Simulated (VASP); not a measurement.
Cu, 2 atoms in the cell. The typed cell holds 2 atoms: a = 2.455 Å, b = 2.455 Å, c = 4.087 Å, α = 90.00°, β = 90.00°, γ = 112.71°. 

| Item | Value |
| --- | --- |
| Program | VASP 6.6.1 |
| Task | single point |
| Functional | PBEsol |
| Potentials or basis | VASP PAW PBE potentials, release 64 (Cu) |
| Cutoff | 520 eV |
| k mesh | 14 × 14 × 8 |
| Occupations | gaussian, width 0.15 eV |
| Spin | no spin polarisation |
| Dipole correction | no |
| Further INCAR settings | ALGO = Fast; EDIFF = 1e-06; NBANDS = 18 |

Potentials or basis: VASP PAW PBE potentials, release 64 (Cu).

Launch:

```sh
$ cat potpaw_PBE.64/Cu/POTCAR > POTCAR
$ mpirun -np 1 vasp_std > vasp.out
```

Hardware: 1 thread of Intel(R) Xeon(R) Platinum 8259CL CPU @ 2.50GHz (Skylake/Cascade Lake), with other jobs on the host.

Task: How long does it take, and how much memory?

Result: Run time: 3.4 min on 1 thread of Intel(R) Xeon(R) Platinum 8259CL CPU @ 2.50GHz (Skylake/Cascade Lake) (shared host), peak memory 0.35 GiB. Counts: scf iterations 14, k points 788.
